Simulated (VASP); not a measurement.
Set up this calculation in VASP 6.6.1, as the native input.

- Task: single point
- Functional: PBEsol
- Potentials or basis: VASP PAW PBE potentials, release 64 (W_sv, C_h)
- Cutoff: 1300 eV
- k mesh: 20 × 20 × 20
- Occupations: gaussian, width 0.15 eV
- Spin: no spin polarisation
- Dipole correction: no
- Further INCAR settings: ALGO = Normal; EDIFF = 1e-06; NBANDS = 16

The structure of WC lies in POSCAR:

```
WC
1.0
    0.0000000000      2.2544819978      2.0741234380
    2.2544819978      0.0000000000      2.0741234380
    2.2544819978      2.2544819978      0.0000000000
W C
1 1
Direct
    0.0000000000      0.0000000000      0.0000000000
    0.5000000000      0.5000000000      0.5000000000
```

This cell differs from its parent crystal: ratio of the length along z to the lengths across it x 0.92, volume and fractional coordinates fixed.

These files were run (other wordings do the same):

INCAR

```
SYSTEM = WC
  PREC = Accurate
  ENCUT = 1300
  EDIFF = 1E-6
  ISMEAR = 0
  SIGMA = 0.15
  LREAL = .False.
  LASPH = .True.
  NELM = 120
  ALGO = Normal
  ISIF = 2
  LWAVE = .False.
  LCHARG = .False.
  GGA = PS
  NBANDS = 16
  GGA_COMPAT = .False.
```

KPOINTS

```
Automatic mesh
0
Gamma
  20 20 20
  0 0 0
```

Potentials or basis: VASP PAW PBE potentials, release 64 (W_sv, C_h).

Command:

```console
$ cat potpaw_PBE.64/W_sv/POTCAR potpaw_PBE.64/C_h/POTCAR > POTCAR
$ mpirun -np 1 vasp_std > vasp.out
```

Results of the run:

* Pressure: -3.5 GPa
* Band gap on the k mesh: zero (bands 9 and 10 overlap by 3.37 eV)

Caveat: the stress differs along the axes, from -21 to 32 GPa; the PAW data sets were made with another functional, which shifts forces and pressure a little; spin-orbit coupling is left out, which moves the levels of the heavy elements.

It took 4.4 min on 1 thread of Intel(R) Xeon(R) 6975P-C (Granite Rapids), with other jobs on the host, peak memory 0.91 GiB.
